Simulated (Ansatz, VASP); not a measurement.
**Ge2As3: VASP beside Ansatz**

File INCAR:

```
SYSTEM = Ge2As3
ALGO     = Normal         ! electronic algorithm
EDIFF    = 1E-6           ! SCF threshold, eV
EDIFFG   = -0.04          ! ionic threshold
ENCUT    = 600            ! plane-wave cutoff, eV
GGA      = PE             ! functional
IBRION   = 2              ! ionic algorithm
ISIF     = 3              ! what is computed and relaxed
ISMEAR   = 0              ! smearing method
LASPH    = .True.         ! aspherical terms in the spheres
LCHARG   = .False.        ! write CHGCAR
LREAL    = .False.        ! projectors in reciprocal space
LWAVE    = .False.        ! write WAVECAR
NELM     = 60             ! most SCF steps
NSW      = 90             ! ionic steps
PREC     = Accurate       ! precision mode
SIGMA    = 0.1            ! smearing width, eV
```

Contents of KPOINTS:

```
k-points
0
Gamma
  6 6 2
  0 0 0
```

The input POSCAR:

```
Ge2As3
1.0
    4.2582237200      0.0000000000      0.0000000000
   -2.1291118600      3.6877299100      0.0000000000
    0.0000000000      0.0000000000      8.2818836600
Ge As
2 3
Direct
    0.0000000000      0.0000000000      0.2554678100
    0.0000000000      0.0000000000      0.7445321900
    0.3333333300      0.6666666700      0.0000000000
    0.6666666700      0.3333333300      0.0000000000
    0.0000000000      0.0000000000      0.5000000000
```

Input for Ansatz:

```yaml
crystal:
  lattice:
    - [4.25822372, 0.0, 0.0]
    - [-2.12911186, 3.68772991, 0.0]
    - [0.0, 0.0, 8.28188366]
  atoms:
    - { symbol: Ge, position: [0.0, 0.0, 0.25546781] }
    - { symbol: Ge, position: [0.0, 0.0, 0.74453219] }
    - { symbol: As, position: [0.33333333, 0.66666667, 0.0] }
    - { symbol: As, position: [0.66666667, 0.33333333, 0.0] }
    - { symbol: As, position: [0.0, 0.0, 0.5] }
basis:
  ecutwfc: 420
kpoints:
  mp_grid: { grid: [6, 6, 2] }
hamiltonian:
  xc: pbe
scf:
  occupations: { method: gaussian, width: 0.1 }
  lower_state_search: "off"
output:
  forces: true
  stress: true
  eigenvalues: true
relax:
  adjacent_minimum: "off"
  f_tol: 0.04
  max_steps: 70
  cell: { stress_tol: 0.4 }
```

Alike in both runs: task relaxation of cell and atoms; functional PBE; k mesh 6 × 6 × 2; occupations gaussian, width 0.1 eV; no spin polarisation.

|  | VASP | Ansatz |
| --- | --- | --- |
| version | VASP 6.6.1 | Ansatz 0.2.0 |
| potentials or method | VASP PAW PBE potentials, release 64 (Ge_d, As), cutoff 600 eV | scalar-relativistic, plane waves, PAW |
| valence electrons in the cell | 43 | 73 |

```tsv
	VASP	Ansatz	Ansatz less VASP
gap on the k mesh at the Fermi level, each at its own relaxed structure (eV)	none	none	-
relaxed volume (Å³/atom)	29.28	29.19	-0.090
relaxed cell length with the largest relative difference (Å)	4.573	4.567	-0.0067
```

A gap of «none» marks a metal or a gap that the smearing closes. VASP's potentials hold 43 valence electrons a cell and Ansatz's 73, so a difference there can come from the potentials and not from the codes.

The k mesh is coarse, so the values compare programs but aren't converged.
